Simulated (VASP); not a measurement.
# CoHg3: single point with r2SCAN

CoHg3:

```
Co Hg
1.0
     4.31247    0.00000    0.00000
     0.00000    4.31247    0.00000
     0.00000    0.00000    4.31247
Co Hg
1 3
Direct
  0.00000 0.00000 0.00000
  0.00000 0.50000 0.50000
  0.50000 0.00000 0.50000
  0.50000 0.50000 0.00000
```

```
Program                : VASP 6.6.1
Task                   : single point
Functional             : r2SCAN
Potentials or basis    : VASP PAW PBE potentials, release 64 (Co, Hg)
Cutoff                 : 520 eV
k mesh                 : 4 × 4 × 4
Occupations            : gaussian, width 0.1 eV
Spin                   : collinear spin, ferromagnetic start
Starting moments       : [2.28, 0.0, 0.0, 0.0] μB
Dipole correction      : no
Further INCAR settings : ALGO = Normal; EDIFF = 1e-07; NBANDS = 34
```

```
Pressure                                              : -1.8 GPa
Net moment                                            : 1.93 μB per cell
Site moments                                          : Co +2.02; Hg -0.00 μB
Valence electrons inside the program's atomic spheres : Co 7.75; Hg 10.51
```

Levels at points of the mesh, in eV from the Fermi level:
Spin up:
```
           k point  band 21  band 22  band 23  band 24  band 25  band 26  band 27  band 28
(0.00, 0.00, 0.00)    -2.58    -0.41    -0.41    -0.41     1.22     1.22     3.70     7.99
(0.50, 0.00, 0.00)    -2.59    -2.39     0.98     2.81     3.04     3.04     3.70     3.70
(0.50, 0.50, 0.00)    -3.28    -2.47    -2.41    -1.75     5.09     5.57     5.57     6.07
(0.50, 0.50, 0.50)    -2.29    -1.90    -1.90    -1.90    -1.18    -1.18    -1.18     1.50
```
Spin down:
```csv
k point,band 19,band 20,band 21,band 22,band 23,band 24
"(0.00, 0.00, 0.00)",-0.44,-0.44,-0.44,0.42,0.42,0.42
"(0.50, 0.00, 0.00)",-1.13,-0.42,-0.42,0.39,0.96,3.22
"(0.50, 0.50, 0.00)",-3.29,-1.11,-0.70,-0.14,-0.14,0.76
"(0.50, 0.50, 0.50)",-2.39,-1.98,-1.98,-1.98,-0.98,-0.98
```

It took 6.2 min on 1 thread of Oxide Virtual Turin-like Processor, on a shared host, peak memory 0.2 GiB.

Caveat: the k points lie up to 0.36 Å⁻¹ apart; the PAW data sets were made with another functional, which shifts forces and pressure a little; spin-orbit coupling is left out, which moves the levels of the heavy elements.
